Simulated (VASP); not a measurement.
Crystal: SnO2 (Cassiterite).

```xyz
6
Lattice="4.7380 0.0000 0.0000 0.0000 4.7380 0.0000 0.0000 0.0000 3.1865" Properties=species:S:1:pos:R:3 pbc="T T T"
Sn    0.0000    0.0000    0.0000
Sn    2.3690    2.3690    1.5933
O     1.4550    1.4550    0.0000
O     0.9140    3.8240    1.5933
O     3.2830    3.2830    0.0000
O     3.8240    0.9140    1.5933
```

Program: VASP 6.6.1. Alike in all runs: task single point; no spin polarisation; cell as given; k mesh 4 × 4 × 6; cutoff (eV) 520; smearing gaussian 0.01 eV.

Problem. Order these runs on this cell by their pressure, lowest first.
A. level LDA; potentials or basis VASP PAW LDA potentials, release 64 (Sn_d, O)
B. level RPBE; potentials or basis VASP PAW PBE potentials, release 64 (Sn_d, O)
C. level r2SCAN; potentials or basis VASP PAW PBE potentials, release 64 (Sn_d, O)

Solution. A (0.3 GPa), C (4.5 GPa), B (16.0 GPa).

Caveats: the PAW data sets were made with another functional, which shifts forces and pressure a little (some runs).
